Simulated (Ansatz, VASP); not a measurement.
Two plane-wave programs on BaAl2B4

The input INCAR:

```
ALGO = Normal
EDIFF = 1E-7
ENCUT = 520
GGA = PE
ISIF = 2
ISMEAR = 0
LASPH = True
LCHARG = False
LREAL = False
LWAVE = False
NBANDS = 23
NELM = 100
PREC = Accurate
SIGMA = 0.1
```

KPOINTS

```
k-points
0
Gamma
  6 6 4
```

The input POSCAR:

```
BaAl2B4
1.0
    1.9196010100     -6.4810170400      0.0000000000
    1.9196010100      6.4810170400      0.0000000000
    0.0000000000      0.0000000000      3.7982354900
Ba Al B
1 2 4
Direct
    0.0000000000      0.0000000000      0.0000000000
    0.5892710100      0.4107289900      0.5000000000
    0.4107289900      0.5892710100      0.5000000000
    0.8103389900      0.1896610100      0.5000000000
    0.1896610100      0.8103389900      0.5000000000
    0.6961080000      0.3038920000      0.0000000000
    0.3038920000      0.6961080000      0.0000000000
```

Input for Ansatz:

```yaml
crystal:
  lattice:
    - [1.91960101, -6.48101704, 0.0]
    - [1.91960101, 6.48101704, 0.0]
    - [0.0, 0.0, 3.79823549]
  atoms:
    - { symbol: Ba, position: [0.0, 0.0, 0.0] }
    - { symbol: Al, position: [0.58927101, 0.41072899, 0.5] }
    - { symbol: Al, position: [0.41072899, 0.58927101, 0.5] }
    - { symbol: B, position: [0.81033899, 0.18966101, 0.5] }
    - { symbol: B, position: [0.18966101, 0.81033899, 0.5] }
    - { symbol: B, position: [0.696108, 0.303892, 0.0] }
    - { symbol: B, position: [0.303892, 0.696108, 0.0] }
basis:
  ecutwfc: 420
kpoints:
  mp_grid: { grid: [6, 6, 4] }
hamiltonian:
  xc: pbe
scf:
  occupations: { method: gaussian, width: 0.1 }
  lower_state_search: "off"
output:
  forces: true
  stress: true
  eigenvalues: true
```

Change from the starting cell: species swapped into the PrRe4Si2 type (Cmmm, No. 65).

Alike in both runs: task single point; functional PBE; k mesh 6 × 6 × 4; occupations gaussian, width 0.1 eV; no spin polarisation.

```csv
,VASP,Ansatz
version,VASP 6.6.1,Ansatz 0.2.0
potentials or method,"VASP PAW PBE potentials, release 64 (Ba_sv, Al, B), cutoff 520 eV","scalar-relativistic, plane waves, PAW"
valence electrons in the cell,28,28
```

```tsv
	VASP	Ansatz	Ansatz less VASP
gap on the k mesh at the Fermi level (eV)	none	none	-
pressure (GPa)	3.3	2.1	-1.19
traceless stress, the component that is largest in VASP (GPa)	-7.54	-7.39	+0.148
rms of the force components (eV/Å)	1.724	1.702	-0.0224
```

Atom by atom the forces differ by 0.031 eV/Å (rms over components). A gap of «none» marks a metal or a gap that the smearing closes.

The k mesh is coarse, so the values compare programs but aren't converged. Spin-orbit coupling is off throughout.
